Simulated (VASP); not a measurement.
Input of a VASP 6.6.1 run:

INCAR

```
SYSTEM = Si
  PREC = Accurate
  ENCUT = 520
  EDIFF = 1E-6
  ISMEAR = 0
  SIGMA = 0.15
  LREAL = .FALSE.
  LASPH = .TRUE.
  NELM = 60
  ALGO = Normal
  ISIF = 2
  LWAVE = .FALSE.
  LCHARG = .FALSE.
  GGA = CA
  NBANDS = 26
```

File KPOINTS:

```
regular mesh
0
G
  12 12 12
  0 0 0
```

POSCAR

```
Si
1.0
    0.0000000000      0.0000000000      4.9415225221
    2.6084913959     -4.5180396286      0.0000000000
    2.6084913958      4.5180396287      0.0000000000
Si
8
Direct
   -0.0050591695      0.5000000000      0.0000000000
    0.5000000000      0.5000000000      0.0000000000
    0.0000000000      0.0000000000      0.0000000000
    0.5000000000      0.0000000000      0.0000000000
    0.0000000000      0.5000000000      0.5000000000
    0.5000000000      0.5000000000      0.5000000000
    0.0000000000      0.0000000000      0.5000000000
    0.5000000000      0.0000000000      0.5000000000
```

Potentials or basis: VASP PAW LDA potentials, release 64 (Si).

Run with:

```sh
$ cat potpaw_LDA.64/Si/POTCAR > POTCAR
$ mpirun -np 1 vasp_std > vasp.out
```

What does it give for the pressure?

0.1 GPa.

What does it give for the largest force?

0.163 eV/Å.

Forces in eV/Å, atoms in the order of the input:
```
Si   0.000  0.000  0.163
Si   0.000  0.000 -0.125
Si   0.000  0.000  0.001
Si   0.000  0.000 -0.014
Si   0.000  0.000  0.001
Si   0.000  0.000 -0.014
Si   0.000  0.000  0.001
Si   0.000  0.000 -0.014
```

Caveat: the cell differs from its parent crystal (atom 1 (Si) moved +0.025 Å towards its neighbour atom 2 (Si) at 2.471 Å).
